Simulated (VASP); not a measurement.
Here is a VASP 6.6.1 calculation.

INCAR

```
SYSTEM = Si
PREC = Accurate
ENCUT = 520
EDIFF = 1E-7
ISMEAR = 0
SIGMA = 0.15
LREAL = .FALSE.
LASPH = .TRUE.
NELM = 100
ALGO = Normal
ISIF = 2
LWAVE = .FALSE.
LCHARG = .FALSE.
GGA = PE
IVDW = 12
NBANDS = 8
```

The input KPOINTS:

```
Automatic mesh
0
G
  28 28 28
  0 0 0
```

The input POSCAR:

```
Si
1.0
    0.0000000000      2.0430594768      1.9005204435
    1.9005204435      0.0000000000      1.9005204435
    1.9005204435      2.0430594768      0.0000000000
Si
1
Direct
    0.0000000000      0.0000000000      0.0000000000
```

Potentials or basis: VASP PAW PBE potentials, release 64 (Si).

Command:

```bash
$ cat potpaw_PBE.64/Si/POTCAR > POTCAR
$ mpirun -np 1 vasp_std > vasp.out
```

Task: Estimate the band gap on the k mesh.

Result: Zero (bands 2 and 3 overlap by 14.56 eV).

Task: Estimate the dispersion energy per atom.

Result: -0.420 eV.

Task: What does it give for the pressure?

Result: -6.1 GPa.

Stress tensor (GPa, compression positive):
```
-6.66  0.00  0.00
 0.00 -5.03  0.00
 0.00  0.00 -6.66
```

Caveat: the cell differs from its parent crystal (strain +0.0750 x Voigt [0, 1, 0, 0, 0, 0]); the cell stands under tension.
